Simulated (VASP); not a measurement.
Here is a VASP 6.6.1 calculation.

INCAR

```
SYSTEM = PbSe
ALGO     = Normal         ! electronic algorithm
EDIFF    = 1E-6           ! SCF threshold, eV
ENCUT    = 500            ! plane-wave cutoff, eV
GGA      = PS             ! functional
GGA_COMPAT= .False.      
ISIF     = 2              ! what is computed and relaxed
ISMEAR   = -1             ! smearing method
LASPH    = .True.         ! aspherical terms in the spheres
LCHARG   = .True.         ! write CHGCAR
LELF     = .True.         ! ELF
LREAL    = .False.        ! projectors in reciprocal space
LVHAR    = .True.       
LWAVE    = .False.        ! write WAVECAR
NBANDS   = 17             ! bands
NELM     = 120            ! most SCF steps
PREC     = Accurate       ! precision mode
SIGMA    = 0.1            ! smearing width, eV
```

The input KPOINTS:

```
k-points
0
Gamma
  6 6 6
  0 0 0
```

POSCAR

```
PbSe
1.0
    3.8585432354      0.0000000000      0.0000000000
    0.0000000000      3.8585432354      0.0000000000
    0.0000000000      0.0000000000      3.8585432354
Pb Se
1 1
Direct
    0.0000000000      0.0000000000      0.0000000000
    0.5000000000      0.5000000000      0.5000000000
```

Potentials or basis: VASP PAW PBE potentials, release 64 (Pb_d, Se).

Command:

```bash
$ cat potpaw_PBE.64/Pb_d/POTCAR potpaw_PBE.64/Se/POTCAR > POTCAR
$ mpirun -np 1 vasp_std > vasp.out
```

Problem. What does it give for the pressure?

Solution. -5.3 GPa.

Problem. What does it give for the band gap on the k mesh?

Solution. Zero (band 10 reaches 4.64 eV, above the bottom of band 11 at 4.09 eV).

Caveat: the PAW data sets were made with another functional, which shifts forces and pressure a little; spin-orbit coupling is left out, which moves the levels of the heavy elements.
